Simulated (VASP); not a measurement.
# BN (R3m) in VASP: single point with LDA

Aim: the single point of BN with LDA.

Program: VASP 6.6.1. These are calculated values, not measurements. Logs are shortened: lines on timing, memory, paths and dates and some standing lists are left out, and cuts for length are marked.

## 1. The cell of the first run

Symmetry: R3m, No. 160, trigonal system. The conventional cell has a = 2.502 Å, b = 2.502 Å, c = 10.119 Å, α = 90.00°, β = 90.00°, γ = 120.00°. Within 1.9 Å of B (site symmetry 3m) lie 3 N at 1.44 Å. Within 1.9 Å of N (site symmetry 3m) lie 3 B at 1.44 Å.

## 2. Single point, LDA

Contents of INCAR:

```
SYSTEM = BN
PREC     = Accurate       ! precision mode
ENCUT    = 600            ! plane-wave cutoff, eV
EDIFF    = 1E-6           ! SCF threshold, eV
ISMEAR   = 0              ! smearing method
SIGMA    = 0.01           ! smearing width, eV
LREAL    = .False.        ! projectors in reciprocal space
LASPH    = .True.         ! aspherical terms in the spheres
NELM     = 120            ! most SCF steps
ALGO     = Normal         ! electronic algorithm
ISIF     = 2              ! what is computed and relaxed
LWAVE    = .False.        ! write WAVECAR
LCHARG   = .False.        ! write CHGCAR
GGA      = CA             ! functional
NBANDS   = 11             ! bands
GGA_COMPAT= .False.
```

Contents of KPOINTS:

```
regular mesh
0
Gamma
  6 6 6
  0 0 0
```

Contents of POSCAR:

```
BN
1.0
    1.2511220000      0.7223350000      3.3729340000
   -1.2511220000      0.7223350000      3.3729340000
    0.0000000000     -1.4446710000      3.3729340000
B N
1 1
Direct
    0.9996710000      0.9996710000      0.9996710000
    0.3327620000      0.3327620000      0.3327620000
```

Potentials or basis: VASP PAW LDA potentials, release 64 (B, N).

Started as:

```console
$ cat potpaw_LDA.64/B/POTCAR potpaw_LDA.64/N/POTCAR > POTCAR
$ mpirun -np 1 vasp_std > vasp.out
```

OUTCAR:

```text
SYSTEM = BN
   PREC = Accurate
   ENCUT = 600
   EDIFF = 1E-6
   ISMEAR = 0
   LREAL = .False.
   LASPH = .True.
   NELM = 120
   ISIF = 2
   GGA = CA

 ion  position               nearest neighbor table
   1  1.000  1.000  1.000-   2 1.44   2 1.44   2 1.44
   2  0.333  0.333  0.333-   1 1.44   1 1.44   1 1.44

  LATTYP: Found a trigonal (rhomboedric) cell.
 ALAT       =     3.6692993717
 COS(alpha) =     0.7674785490

  Lattice vectors:

 A1 = (   1.2511220000,   0.7223350000,   3.3729340000)
 A2 = (  -1.2511220000,   0.7223350000,   3.3729340000)
 A3 = (   0.0000000000,  -1.4446710000,   3.3729340000)

Analysis of symmetry for initial positions (statically):
=====================================================================
 Subroutine PRICEL returns:
 Original cell was already a primitive cell.

 Routine SETGRP: Setting up the symmetry group for a
 trigonal (rhombohedral) supercell.

 Subroutine GETGRP returns: Found  6 space group operations
 (whereof  6 operations were pure point group operations)
 out of a pool of 12 trial point group operations.

The static configuration has the point symmetry C_3v.

Analysis of symmetry for dynamics (positions and initial velocities):
=====================================================================
 Subroutine PRICEL returns:
 Original cell was already a primitive cell.

 Routine SETGRP: Setting up the symmetry group for a
 trigonal (rhombohedral) supercell.

 Subroutine GETGRP returns: Found  6 space group operations
 (whereof  6 operations were pure point group operations)
 out of a pool of 12 trial point group operations.

The dynamic configuration has the point symmetry C_3v.

 Subroutine INISYM returns: Found  6 space group operations
 (whereof  6 operations are pure point group operations),
 and found     1 'primitive' translations

----------------------------------------------------------------------------------------

                                     Primitive cell

  volume of cell :      18.2893

  direct lattice vectors                    reciprocal lattice vectors
     1.251122000  0.722335000  3.372934000     0.399641282  0.230733094  0.098825951
    -1.251122000  0.722335000  3.372934000    -0.399641282  0.230733094  0.098825951
     0.000000000 -1.444671000  3.372934000     0.000000000 -0.461466189  0.098825883

  length of vectors
     3.669299372  3.669299372  3.669299397     0.471929533  0.471929533  0.471929654

  position of ions in fractional coordinates (direct lattice)
     0.999671000  0.999671000  0.999671000
     0.332762000  0.332762000  0.332762000

  ion indices of the primitive-cell ions
   primitive index   ion index
[... 80 lines left out ...]
   ISIF   =      2    stress and relaxation
   ISYM   =      2    0-nonsym 1-usesym 2-fastsym
   POTIM  = 0.5000    time-step for ionic-motion
   TEBEG  =    0.0;   TEEND  =   0.0 temperature during run
   PSTRESS=    0.0 pullay stress
   NELECT =       8.0000    total number of electrons
   NUPDOWN=      -1.0000    fix difference up-down
   EMIN   =  10.00;   EMAX   =-10.00  energy-range for DOS
   EFERMI =   0.00;   METHOD = LEGACY
   ISMEAR =     0;   SIGMA  =   0.01  broadening in eV -4-tet -1-fermi 0-gaus
   EFERMI_NEDOS =   21; number of points for ismear=-14 and -15
   IALGO  =     38    algorithm
   IMIX   =      4    mixing-type and parameters
     AMIX     =   0.40;   BMIX     =  1.00
     AMIX_MAG =   1.60;   BMIX_MAG =  1.00
  volume/ion in A,a.u.               =       9.14        61.71
  Fermi-wavevector in a.u.,A,eV,Ry     =   1.242717  2.348395 21.012102  1.544346
  Thomas-Fermi vector in A             =   2.377059
   LORBIT       =      0    0 simple, 1 ext, 2 COOP (PROOUT), +10 PAW based schemes
   GGA     = CA    functional components
   LHFCALC =     F    Hartree Fock is set to
   AEXX    =    0.0000 exact exchange contribution
   IVDW    =     0    specifies the selected vdW correction
   LEPSILON=     F    determine dielectric tensor
   LRPA    =     F    only Hartree local field effects (RPA)
 non-spin polarized calculation
 Gauss-broadening in eV      SIGMA  =   0.01
  energy-cutoff  :      600.00
  volume of cell :       18.29
 maximum number of plane-waves:       620
 NGX is ok and might be reduce to    30
   NGX = 15   NGY = 15   NGZ = 15

 number of electron       8.0000000 magnetization

 Free energy of the ion-electron system (eV)
  ---------------------------------------------------
  ext. energy  EPLUGINS =         0.00000000
  ---------------------------------------------------
  free energy    TOTEN  =       -19.28838305 eV

  energy without entropy =      -19.28838305  energy(sigma->0) =      -19.28838305

 E-fermi :   2.0693     XC(G=0): -10.4316

 val. band max:        2.0010719398   @ k =  -0.3333   0.3333   0.0000
 cond. band min:       6.0926752712   @ k =   0.5000   0.5000   0.0000
 fundamental gap:      4.0916033314
 Fermi energy:         2.0693115464

 k-point     1 :       0.0000    0.0000    0.0000
  band No.  band energies     occupation
      1     -15.5633      2.00000
      2      -2.2035      2.00000
      3       0.7049      2.00000
      4       0.7049      2.00000
      5       6.8453      0.00000
      6      13.5662      0.00000
      7      13.5663      0.00000
      8      14.9753      0.00000
      9      16.8086      0.00000
     10      27.6475      0.00000
     11      29.4370      0.00000
[... 309 lines left out ...]
 k-point    24 :      -0.3333    0.5000    0.1667
  band No.  band energies     occupation
      1     -12.3417      2.00000
      2      -5.9760      2.00000
      3      -3.2945      2.00000
      4       0.4062      2.00000
      5       7.2442      0.00000
      6      13.9592      0.00000
      7      15.5507      0.00000
      8      17.9605      0.00000
      9      21.1841      0.00000
     10      22.6616      0.00000
     11      24.5250      0.00000

 [... further k-points ...]
[... 5 lines left out ...]
  --------------------------------------------------------------------------------------
  -------------------------------------------------------------------------------------
  Total       -0.6158323     -0.6158318     -0.1335412      0.0000000      0.0000000      0.0000000
  in kB      -53.9480113    -53.9479680    -11.6984436      0.0000000      0.0000012      0.0000000
  external PRESSURE =     -39.8648076 kB  Pullay stress =       0.0000000 kB

 VOLUME and BASIS-vectors are now :
 -----------------------------------------------------------------------------
  energy-cutoff  :      600.00
  volume of cell :       18.29
      direct lattice vectors                 reciprocal lattice vectors
     1.251122000  0.722335000  3.372934000     0.399641282  0.230733094  0.098825951
    -1.251122000  0.722335000  3.372934000    -0.399641282  0.230733094  0.098825951
     0.000000000 -1.444671000  3.372934000     0.000000000 -0.461466189  0.098825883

 POSITION                                       TOTAL-FORCE (eV/Angst)
 -----------------------------------------------------------------------------------
      0.00000     -0.00000     10.11547         0.000000      0.000000     -0.002300
      0.00000     -0.00000      3.36715         0.000000     -0.000000      0.002300
 -----------------------------------------------------------------------------------
    total drift:                               -0.000000      0.000022      0.000101

  FREE ENERGIE OF THE ION-ELECTRON SYSTEM (eV)
  ---------------------------------------------------
  free  energy   TOTEN  =       -19.2883830476 eV

  energy  without entropy=      -19.2883830476  energy(sigma->0) =      -19.28838305
```

OSZICAR:

```text
N       E                     dE             d eps       ncg     rms          rms(c)
DAV:   1     0.145378509509E+02    0.14538E+02   -0.50727E+03   712   0.766E+02
DAV:   2    -0.204809871624E+02   -0.35019E+02   -0.33414E+02   848   0.161E+02
DAV:   3    -0.212820537038E+02   -0.80107E+00   -0.80007E+00   848   0.215E+01
DAV:   4    -0.212842947748E+02   -0.22411E-02   -0.22410E-02   799   0.144E+00
DAV:   5    -0.212843050234E+02   -0.10249E-04   -0.10249E-04   859   0.811E-02    0.780E+00
DAV:   6    -0.195395823239E+02    0.17447E+01   -0.58291E+00   749   0.132E+01    0.345E+00
DAV:   7    -0.193472326974E+02    0.19235E+00   -0.19900E-01   821   0.328E+00    0.206E+00
DAV:   8    -0.192888028105E+02    0.58430E-01   -0.14250E-01   815   0.224E+00    0.231E-01
DAV:   9    -0.192883931276E+02    0.40968E-03   -0.23909E-03   788   0.407E-01    0.132E-01
DAV:  10    -0.192883808409E+02    0.12287E-04   -0.18206E-04   799   0.118E-01    0.197E-02
DAV:  11    -0.192883833174E+02   -0.24765E-05   -0.10981E-05   821   0.217E-02    0.143E-02
DAV:  12    -0.192883830476E+02    0.26978E-06   -0.24760E-06   782   0.998E-03
   1 F= -.19288383E+02 E0= -.19288383E+02  d E =-.103740E-23
```

Run time: 9.1 s. Hardware: 1 thread of Intel Xeon 6975P-C, shared host; peak memory 0.14 GiB.

What came out:

```
Free energy            : -19.2884 eV
Pressure               : -4.0 GPa
Band gap on the k mesh : 4.09 eV, indirect (least direct gap 4.55 eV)
```

Forces on the atoms (eV/Å):
```
B    0.000  0.000 -0.002
N    0.000  0.000  0.002
```

Caveat: the k points lie up to 0.49 Å⁻¹ apart. A k mesh can miss the band edges.
